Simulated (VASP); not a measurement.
## BN: single point with PBEsol

BN:

```
CELL_PARAMETERS angstrom
-2.54101 0.00000 0.00000
1.27051 -2.20058 0.00000
0.00000 0.00000 13.35989
ATOMIC_POSITIONS crystal
B 0.33333 0.66667 0.05894
B 0.33333 0.66667 0.37356
B 0.33333 0.66667 0.68818
B 0.66667 0.33333 0.84549
B 0.66667 0.33333 0.21625
B 0.66667 0.33333 0.53087
N 0.33333 0.66667 0.88499
N 0.33333 0.66667 0.25574
N 0.33333 0.66667 0.57037
N 0.66667 0.33333 0.72768
N 0.66667 0.33333 0.09843
N 0.66667 0.33333 0.41306
```

| Item | Value |
| --- | --- |
| Program | VASP 6.6.1 |
| Task | single point |
| Functional | PBEsol |
| Potentials or basis | VASP PAW PBE potentials, release 64 (B, N) |
| Cutoff | 520 eV |
| k mesh | 10 × 10 × 2 |
| Occupations | gaussian, width 0.05 eV |
| Spin | no spin polarisation |

- Pressure: -6.2 GPa
- Largest force: 2.622 eV/Å
- Band gap on the k mesh: 2.31 eV, indirect (least direct gap 2.86 eV)

Forces in eV/Å, atoms in the order of the input:
```
B    0.000  0.000 -1.166
B    0.000  0.000  0.526
B    0.000  0.000  0.608
B    0.000  0.000  2.622
B    0.000  0.000  0.655
B    0.000  0.000  0.524
N    0.000  0.000  0.897
N    0.000  0.000 -0.540
N    0.000  0.000 -0.526
N    0.000  0.000 -0.698
N    0.000  0.000 -2.381
N    0.000  0.000 -0.521
```

Stress tensor (GPa, compression positive):
```
 -0.73   0.00   0.00
  0.00  -0.73   0.00
  0.00   0.00 -17.09
```

Levels at points of the mesh, in eV from the valence-band top:
| k point | band 22 | band 23 | band 24 | band 25 | band 26 | band 27 |
| --- | --- | --- | --- | --- | --- | --- |
| (0.00, 0.00, 0.00) | -1.20 | 0.00 | 0.00 | 2.86 | 6.61 | 6.61 |
| (0.50, 0.00, 0.00) | -3.77 | -2.45 | -2.28 | 2.31 | 4.45 | 4.92 |
| (0.00, 0.00, 0.50) | -1.32 | 0.00 | 0.00 | 2.96 | 6.61 | 6.61 |
| (0.50, 0.00, 0.50) | -3.75 | -2.45 | -2.32 | 2.35 | 4.44 | 4.99 |

Wall time 81 s on 1 thread of Intel Xeon 6975P-C, with other jobs on the host, peak memory 0.21 GiB.

Caveat: the PAW data sets were made with another functional, which shifts forces and pressure a little. As with any semilocal functional, this PBEsol gap is likely too small.
